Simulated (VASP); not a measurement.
Write the native input for VASP 6.6.1 that does the following.

- Task: relaxation of cell and atoms
- Functional: LDA
- Potentials or basis: VASP PAW LDA potentials, release 64 (W_sv, Se)
- Cutoff: 600 eV
- k mesh: 6 × 6 × 2
- Occupations: gaussian, width 0.01 eV
- Spin: no spin polarisation
- Dipole correction: no
- Further INCAR settings: ALGO = Normal; EDIFF = 1e-07; IBRION = 2; EDIFFG = -0.05; NSW = 100; ISIF = 3

The structure of WSe2 lies in POSCAR:

```
WSe2
1.0
    3.2900000000      0.0000000000      0.0000000000
   -1.6450000000      2.8492235785      0.0000000000
    0.0000000000      0.0000000000     12.9700000000
W Se
2 4
Direct
    0.3333333333      0.6666666667      0.2500000000
    0.6666666667      0.3333333333      0.7500000000
    0.3333333333      0.6666666667      0.6210000000
    0.6666666667      0.3333333333      0.1210000000
    0.3333333333      0.6666666667      0.8790000000
    0.6666666667      0.3333333333      0.3790000000
```

One way to write it, as run:

INCAR

```
SYSTEM = WSe2
ALGO     = Normal         ! electronic algorithm
EDIFF    = 1E-7           ! SCF threshold, eV
EDIFFG   = -0.05          ! ionic threshold
ENCUT    = 600            ! plane-wave cutoff, eV
GGA      = CA             ! functional
IBRION   = 2              ! ionic algorithm
ISIF     = 3              ! what is computed and relaxed
ISMEAR   = 0              ! smearing method
LASPH    = .TRUE.         ! aspherical terms in the spheres
LCHARG   = .FALSE.        ! write CHGCAR
LREAL    = .FALSE.        ! projectors in reciprocal space
LWAVE    = .FALSE.        ! write WAVECAR
NELM     = 80             ! most SCF steps
NSW      = 100            ! ionic steps
PREC     = Accurate       ! precision mode
SIGMA    = 0.01           ! smearing width, eV
```

KPOINTS

```
k-points
0
G
  6 6 2
  0 0 0
```

Potentials or basis: VASP PAW LDA potentials, release 64 (W_sv, Se).

Run with:

```sh
$ cat potpaw_LDA.64/W_sv/POTCAR potpaw_LDA.64/Se/POTCAR > POTCAR
$ mpirun -np 1 vasp_std > vasp.out
```

It gave:

- Relaxed volume: 19.78 Å³/atom
- Relaxed cell: a = 3.255 Å, b = 3.255 Å, c = 12.935 Å, α = 90.00°, β = 90.00°, γ = 120.00°
- Space group after relaxing (to 0.1 Å): P6_3/mmc (No. 194)
- Energy gained by relaxing: 5.2 meV/atom
- Ionic steps: 5
- Pressure after relaxing: 0.0 GPa
- Largest force after relaxing: 0.033 eV/Å
- Band gap on the k mesh: 0.92 eV (least direct gap 1.62 eV)

Caveat: spin-orbit coupling is left out, which moves the levels of the heavy elements; the relaxation stopped at a loose force limit of 0.05 eV/Å, so its end isn't a converged minimum.

Run time: 4.2 min on 1 thread of Intel(R) Xeon(R) Platinum 8259CL CPU @ 2.50GHz (Skylake/Cascade Lake), with other jobs on the host, peak memory 0.26 GiB.
